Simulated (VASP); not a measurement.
# SiNi3 (Pmm2) in VASP: single point with PBEsol

Aim: the single point of SiNi3 with PBEsol.

Program: VASP 6.6.1. These are calculated values, not measurements. Logs are shortened: lines on timing, memory, paths and dates and some standing lists are left out, and cuts for length are marked.

### Step 1. The cell of the first run

The structure is orthorhombic, space group Pmm2 (No. 25). The conventional cell has a = 3.461 Å, b = 3.461 Å, c = 3.461 Å, α = 90.00°, β = 90.00°, γ = 90.00°. Within 2.7 Å of Si (site symmetry mm2) lie 10 Ni at 2.07 to 2.45 Å. Ni (site symmetry mm2) has 2 Si at 2.07 Å and 6 Ni at 2.07 to 2.52 Å within 2.7 Å. Within 2.7 Å of Ni (site symmetry mm2) lie 6 Ni at 2.07 to 2.45 Å and 4 Si at 2.45 Å. Within 3.2 Å of Ni (site symmetry mm2) lie 4 Si at 2.45 Å and 8 Ni at 2.45 to 2.52 Å.

### Step 2. Single point, PBEsol (atom 2 (Ni) moved by (-0.600, +0.000) A along y and z)

INCAR

```
SYSTEM = SiNi3
ALGO = Normal
EDIFF = 1E-6
ENCUT = 590
GGA = PS
GGA_COMPAT = .False.
ISIF = 2
ISMEAR = 0
LASPH = .True.
LCHARG = .False.
LREAL = .False.
LWAVE = .False.
NBANDS = 37
NELM = 120
PREC = Accurate
SIGMA = 0.15
```

KPOINTS

```
k-points
0
Gamma
  14 14 14
  0 0 0
```

POSCAR

```
SiNi3
1.0
    3.4612457600      0.0000000000      0.0000000000
    0.0000000000      3.4612457600      0.0000000000
    0.0000000000      0.0000000000      3.4612457600
Si Ni
1 3
Direct
    0.0000000000      0.0000000000      0.0000000000
    0.0000000000      0.3266520087      0.5000000000
    0.5000000000      0.0000000000      0.5000000000
    0.5000000000      0.5000000000      0.0000000000
```

Potentials or basis: VASP PAW PBE potentials, release 64 (Si, Ni_sv_GW).

Run with:

```
$ cat potpaw_PBE.64/Si/POTCAR potpaw_PBE.64/Ni_sv_GW/POTCAR > POTCAR
$ mpirun -np 1 vasp_std > vasp.out
```

OUTCAR:

```text
SYSTEM = SiNi3
   EDIFF = 1E-6
   ENCUT = 590
   GGA = PS
   ISIF = 2
   ISMEAR = 0
   LASPH = .True.
   LREAL = .False.
   NELM = 120
   PREC = Accurate

 ion  position               nearest neighbor table
   1  0.000  0.000  0.000-   2 2.07   2 2.07   4 2.45   3 2.45   3 2.45   4 2.45   3 2.45   4 2.45
                             3 2.45   4 2.45   2 2.90   2 2.90
   2  0.000  0.327  0.500-   1 2.07   3 2.07   1 2.07   3 2.07   4 2.52   4 2.52   4 2.52   4 2.52
                             1 2.90   1 2.90
   3  0.500  0.000  0.500-   2 2.07   2 2.07   4 2.45   1 2.45   4 2.45   4 2.45   4 2.45   1 2.45
                             1 2.45   1 2.45
   4  0.500  0.500  0.000-   1 2.45   3 2.45   3 2.45   1 2.45   3 2.45   3 2.45   1 2.45   1 2.45
                             2 2.52   2 2.52   2 2.52   2 2.52

  LATTYP: Found a simple cubic cell.
 ALAT       =     3.4612457600

  Lattice vectors:

 A1 = (   3.4612457600,   0.0000000000,   0.0000000000)
 A2 = (   0.0000000000,   3.4612457600,   0.0000000000)
 A3 = (   0.0000000000,   0.0000000000,   3.4612457600)

Analysis of symmetry for initial positions (statically):
=====================================================================
 Subroutine PRICEL returns:
 Original cell was already a primitive cell.

 Routine SETGRP: Setting up the symmetry group for a
 simple cubic supercell.

 Subroutine GETGRP returns: Found  4 space group operations
 (whereof  4 operations were pure point group operations)
 out of a pool of 48 trial point group operations.

The static configuration has the point symmetry C_2v.

Analysis of symmetry for dynamics (positions and initial velocities):
=====================================================================
 Subroutine PRICEL returns:
 Original cell was already a primitive cell.

 Routine SETGRP: Setting up the symmetry group for a
 simple cubic supercell.

 Subroutine GETGRP returns: Found  4 space group operations
 (whereof  4 operations were pure point group operations)
 out of a pool of 48 trial point group operations.

The dynamic configuration has the point symmetry C_2v.

 Subroutine INISYM returns: Found  4 space group operations
 (whereof  4 operations are pure point group operations),
 and found     1 'primitive' translations

----------------------------------------------------------------------------------------

                                     Primitive cell
[... 94 lines left out ...]
   NELM   =    120;   NELMIN=  2; NELMDL= -5     # of ELM steps
   EDIFF  = 0.1E-05   stopping-criterion for ELM
   LREAL  =      F    real-space projection
   EDIFFG = 0.1E-04   stopping-criterion for IOM
   NSW    =      0    number of steps for IOM
   IBRION =     -1    ionic relax: 0-MD 1-quasi-New 2-CG
   NFREE  =      0    steps in history (QN), initial steepest desc. (CG)
   ISIF   =      2    stress and relaxation
   ISYM   =      2    0-nonsym 1-usesym 2-fastsym
   POTIM  = 0.5000    time-step for ionic-motion
   TEBEG  =    0.0;   TEEND  =   0.0 temperature during run
   PSTRESS=    0.0 pullay stress
   NELECT =      58.0000    total number of electrons
   NUPDOWN=      -1.0000    fix difference up-down
   EMIN   =  10.00;   EMAX   =-10.00  energy-range for DOS
   EFERMI =   0.00;   METHOD = LEGACY
   ISMEAR =     0;   SIGMA  =   0.15  broadening in eV -4-tet -1-fermi 0-gaus
   EFERMI_NEDOS =   21; number of points for ismear=-14 and -15
   IALGO  =     38    algorithm
   IMIX   =      4    mixing-type and parameters
     AMIX     =   0.40;   BMIX     =  1.00
     AMIX_MAG =   1.60;   BMIX_MAG =  1.00
  volume/ion in A,a.u.               =      10.37        69.96
  Fermi-wavevector in a.u.,A,eV,Ry     =   1.830846  3.459797 45.606670  3.351996
  Thomas-Fermi vector in A             =   2.885225
   LORBIT       =      0    0 simple, 1 ext, 2 COOP (PROOUT), +10 PAW based schemes
   GGA     = PS    functional components
   LHFCALC =     F    Hartree Fock is set to
   AEXX    =    0.0000 exact exchange contribution
   IVDW    =     0    specifies the selected vdW correction
   LEPSILON=     F    determine dielectric tensor
   LRPA    =     F    only Hartree local field effects (RPA)
 non-spin polarized calculation
 Gauss-broadening in eV      SIGMA  =   0.15
  energy-cutoff  :      590.00
  volume of cell :       41.47
 maximum number of plane-waves:      1376
   NGX = 13   NGY = 13   NGZ = 13

 number of electron      57.9999942 magnetization

 Free energy of the ion-electron system (eV)
  ---------------------------------------------------
  ext. energy  EPLUGINS =         0.00000000
  ---------------------------------------------------
  free energy    TOTEN  =       -27.14132049 eV

  energy without entropy =      -27.12295090  energy(sigma->0) =      -27.13213569

 E-fermi :   9.9963     XC(G=0): -13.8712

 val. band max:        9.9936970325   @ k =   0.4286   0.2857   0.5000
 cond. band min:       9.9974332169   @ k =   0.0714   0.2143   0.0714
 fundamental gap:      0.0037361844
 Fermi energy:         9.9962769052

 k-point     1 :       0.0000    0.0000    0.0000
  band No.  band energies     occupation
      1     -93.3703      2.00000
      2     -93.1162      2.00000
      3     -92.9458      2.00000
      4     -54.1353      2.00000
      5     -54.0612      2.00000
      6     -53.9048      2.00000
[... 949 lines left out ...]
     36      20.6963      0.00000
     37      21.6153      0.00000

 [... further k-points ...]

------------------------ aborting loop because EDIFF is reached ----------------------------------------

  FORCE on cell =-STRESS in cart. coord.  units (eV):
  Direction    XX          YY          ZZ          XY          YZ          ZX
  --------------------------------------------------------------------------------------
  -------------------------------------------------------------------------------------
  Total        8.0870318      4.1769925      5.3274396      0.0000000      0.0000000      0.0000000
  in kB      312.4657502    161.3901269    205.8409653      0.0000000      0.0000000      0.0000000
  external PRESSURE =     226.5656141 kB  Pullay stress =       0.0000000 kB

 VOLUME and BASIS-vectors are now :
 -----------------------------------------------------------------------------
  energy-cutoff  :      590.00
  volume of cell :       41.47
      direct lattice vectors                 reciprocal lattice vectors
     3.461245760  0.000000000  0.000000000     0.288913319  0.000000000  0.000000000
     0.000000000  3.461245760  0.000000000     0.000000000  0.288913319  0.000000000
     0.000000000  0.000000000  3.461245760     0.000000000  0.000000000  0.288913319

 POSITION                                       TOTAL-FORCE (eV/Angst)
 -----------------------------------------------------------------------------------
      0.00000      0.00000      0.00000         0.000000     -3.016807      0.000000
      0.00000      1.13062      1.73062         0.000000      6.998836      0.000000
      1.73062      0.00000      1.73062         0.000000     -4.356457      0.000000
      1.73062      1.73062      0.00000         0.000000      0.374428      0.000000
 -----------------------------------------------------------------------------------
    total drift:                                0.000000      0.007679      0.000014

  FREE ENERGIE OF THE ION-ELECTRON SYSTEM (eV)
  ---------------------------------------------------
  free  energy   TOTEN  =       -27.1413204855 eV

  energy  without entropy=      -27.1229508967  energy(sigma->0) =      -27.13213569
```

Run time: 13 min. Hardware: 1 thread of Intel Xeon 6975P-C (Granite Rapids), shared host; peak memory 0.86 GiB.

Results:

```yaml
Free_energy: -27.1413 eV
Pressure: 22.7 GPa
Largest_force: 6.999 eV/Å
Band_gap_on_the_k_mesh: zero (bands 29 and 30 overlap by 0.69 eV)
```

Forces in eV/Å, atoms in the order of the input:
```
Si   0.000 -3.017  0.000
Ni   0.000  6.999  0.000
Ni   0.000 -4.356  0.000
Ni   0.000  0.374  0.000
```

Levels at points of the mesh, in eV from the Fermi level:
```
           k point  band 25  band 26  band 27  band 28  band 29  band 30  band 31  band 32  band 33  band 34
(0.00, 0.00, 0.00)    -1.13    -0.60    -0.59    -0.47    -0.36    -0.04     1.17     4.53     5.99     6.49
(0.50, 0.00, 0.00)    -0.89    -0.71    -0.64    -0.43    -0.05     3.49     3.94     4.18     5.00     5.38
(0.00, 0.50, 0.00)    -1.81    -1.71    -1.42    -0.64    -0.39     3.29     3.37     5.75     5.85     5.99
(0.00, 0.00, 0.50)    -1.40    -1.36    -1.03    -0.92    -0.66     2.23     3.64     5.34     5.81     5.98
(0.50, 0.50, 0.00)    -1.57    -1.52    -1.16    -0.96    -0.85     0.53     0.56     5.33     6.84     7.85
(0.00, 0.50, 0.50)    -1.74    -1.31    -1.23    -0.81    -0.67     0.64     0.65     5.80     6.14     6.99
(0.50, 0.00, 0.50)    -1.77    -1.53    -1.53    -0.99    -0.51     0.26     0.38     4.55     7.94     7.97
(0.50, 0.50, 0.50)    -1.69    -1.53    -1.24    -1.03    -0.69    -0.30     0.39     1.19     3.68     3.87
```

Caveat: the cell differs from its parent crystal (atom 2 (Ni) moved by (-0.600, +0.000) A along y and z); the cell stands under pressure; the PAW data sets were made with another functional, which shifts forces and pressure a little. Spin polarisation is off, so any magnetic state and its effect on volume and gap are missing.
